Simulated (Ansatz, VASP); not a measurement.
**One calculation of Tl, two programs**

```
Tl
1.0
     3.40140    0.00000    0.00000
    -1.70070    2.94570    0.00000
     0.00000    0.00000    5.44300
Tl
2
Direct
  0.33333 0.66667 0.25000
  0.66667 0.33333 0.75000
```

Alike in both runs: task single point; functional LDA; k mesh 17 × 17 × 10; occupations fermi-dirac, width 0.1 eV; no spin polarisation.

|  | VASP | Ansatz |
| --- | --- | --- |
| version | VASP 6.6.1 | Ansatz 0.2.0 |
| potentials or method | VASP PAW LDA potentials, release 64 (Tl_d), cutoff 520 eV | plane waves (420 eV) with PAW, scalar-relativistic |
| valence electrons in the cell | 26 | 26 |

|  | VASP | Ansatz | Ansatz less VASP |
| --- | --- | --- | --- |
| pressure (GPa) | 0.1 | 0.0 | -0.07 |
| traceless stress, the component that is largest in VASP (GPa) | -0.15 | -0.18 | -0.023 |

Ansatz warns that its potentials were made for another functional, while VASP's fit it. LDA's correlation is that of Perdew and Zunger in VASP and of Perdew and Wang (1992) in Ansatz.

Neither program's run includes spin-orbit coupling.
